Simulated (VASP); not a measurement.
# CdH2O2: single point with LDA

The system is CdH2O2.

```
Cd H O
1.0
     3.51553    0.00000    0.00000
    -1.75776    3.04453    0.00000
     0.00000    0.00000    4.64298
Cd H O
1 2 2
Cartesian
  0.0000 0.0000 0.0000
  1.7578 1.0148 2.5581
  0.0000 2.0297 2.0849
  1.7578 1.0148 3.5257
  0.0000 2.0297 1.1172
```

| Item | Value |
| --- | --- |
| Program | VASP 6.6.1 |
| Task | single point |
| Functional | LDA |
| Potentials or basis | VASP PAW LDA potentials, release 64 (Cd, H, O) |
| Cutoff | 520 eV |
| k mesh | 6 × 6 × 4 |
| Occupations | gaussian, width 0.1 eV |
| Spin | no spin polarisation |
| Dipole correction | no |
| Further INCAR settings | ALGO = Normal; EDIFF = 1e-06; NBANDS = 21 |

The pressure is -3.1 GPa and the largest force is 1.005 eV/Å. The band gap on the k mesh is 1.56 eV, indirect (least direct gap 1.91 eV).

Forces on the atoms (eV/Å):
```
Cd   0.000  0.000  0.000
H    0.000  0.000 -0.783
H    0.000  0.000  0.783
O    0.000  0.000  1.005
O    0.000  0.000 -1.005
```

Stress tensor (GPa, compression positive):
```
-4.88  0.00  0.00
 0.00 -4.88  0.00
 0.00  0.00  0.35
```

Levels at points of the mesh, in eV from the valence-band top:
```csv
k point,band 11,band 12,band 13,band 14,band 15,band 16
"(0.00, 0.00, 0.00)",-1.06,-0.35,-0.35,1.56,6.02,9.82
"(0.50, 0.00, 0.00)",-2.50,-2.24,0.00,6.30,6.37,8.68
"(0.00, 0.00, 0.50)",-1.31,-0.07,-0.07,4.14,4.25,10.96
"(0.50, 0.00, 0.50)",-2.03,-1.77,-0.50,5.84,6.82,8.90
```

Run time: 47 s on 1 thread of AMD EPYC 7R13, on a shared host, peak memory 0.13 GiB.

Caveat: forces of over 1 eV/Å act on the atoms, so gaps and moduli don't describe the material at rest. A k mesh can miss the band edges.
